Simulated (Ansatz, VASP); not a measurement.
# Mg in VASP and in Ansatz

```
CELL_PARAMETERS angstrom
3.09605 0.00000 0.00000
-1.54803 2.68126 0.00000
0.00000 0.00000 3.13618
ATOMIC_POSITIONS crystal
Mg 0.00000 0.00000 0.00000
```

Change from the starting cell: strain +0.015 along x and y, +0.030 along z, atoms carried along.

Alike in both runs: task single point; functional LDA; k mesh 18 × 18 × 16; occupations gaussian, width 0.15 eV; no spin polarisation.

|  | VASP | Ansatz |
| --- | --- | --- |
| version | VASP 6.6.1 | Ansatz 0.2.0 |
| potentials or method | VASP PAW LDA potentials, release 64 (Mg), cutoff 520 eV | scalar-relativistic, plane waves, PAW |
| valence electrons in the cell | 2 | 10 |

|  | VASP | Ansatz | Ansatz less VASP |
| --- | --- | --- | --- |
| gap on the k mesh at the Fermi level (eV) | none | none | - |
| pressure (GPa) | -2.1 | -1.9 | +0.24 |
| traceless stress, the component that is largest in VASP (GPa) | -0.15 | -0.16 | -0.007 |

LDA's correlation is that of Perdew and Zunger in VASP and of Perdew and Wang (1992) in Ansatz. A gap of «none» marks a metal or a gap that the smearing closes. VASP's potentials hold 2 valence electrons a cell and Ansatz's 10, so a difference there can come from the potentials and not from the codes.
